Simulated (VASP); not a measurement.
Set up this calculation in VASP 6.6.1, as the native input.

- Task: single point
- Functional: PBE
- Potentials or basis: VASP PAW PBE potentials, release 64 (Co, O)
- Cutoff: 520 eV
- k mesh: 13 × 13 × 15
- Occupations: fermi-dirac, width 0.03 eV
- Spin: collinear spin, ferromagnetic start
- Starting moments: [2.0, 0.0] μB
- Dipole correction: no
- Further INCAR settings: ALGO = Normal; EDIFF = 1e-06; NBANDS = 18; ISYM = 0

The structure of CoO lies in POSCAR:

```
CoO
1.0
   -1.5029566364      1.5029566364      2.1002022435
    1.5029566364     -1.5029566364      2.1002022435
    1.5029566364      1.5029566364     -2.1002022435
Co O
1 1
Direct
    0.0000000000      0.0000000000      0.0000000000
    0.5000000000      0.5000000000      0.0000000000
```

The input as run:

INCAR

```
SYSTEM = CoO
  PREC = Accurate
  ENCUT = 520
  EDIFF = 1E-6
  ISMEAR = -1
  SIGMA = 0.03
  LREAL = .False.
  LASPH = .True.
  NELM = 150
  ALGO = Normal
  ISIF = 2
  LWAVE = .False.
  LCHARG = .False.
  ISPIN = 2
  MAGMOM = 2 0
  LORBIT = 11
  LMAXMIX = 4
  GGA = PE
  NBANDS = 18
  ISYM = 0
```

KPOINTS

```
regular mesh
0
Gamma
  13 13 15
  0 0 0
```

Potentials or basis: VASP PAW PBE potentials, release 64 (Co, O).

Run with:

```bash
$ cat potpaw_PBE.64/Co/POTCAR potpaw_PBE.64/O/POTCAR > POTCAR
$ mpirun -np 1 vasp_std > vasp.out
```

It gave:

```json
{"Pressure": "1.3 GPa", "Net moment": "2.88 μB per cell", "Site moments": "Co +2.54; O +0.29 μB", "Valence electrons inside the program's atomic spheres": "Co 7.82; O 4.99"}
```

Caveat: a cell with one magnetic atom can't hold antiferromagnetic order, which such compounds often take.

Run time: 19 min on 1 thread of Oxide Virtual Turin-like Processor (shared host), peak memory 0.67 GiB.
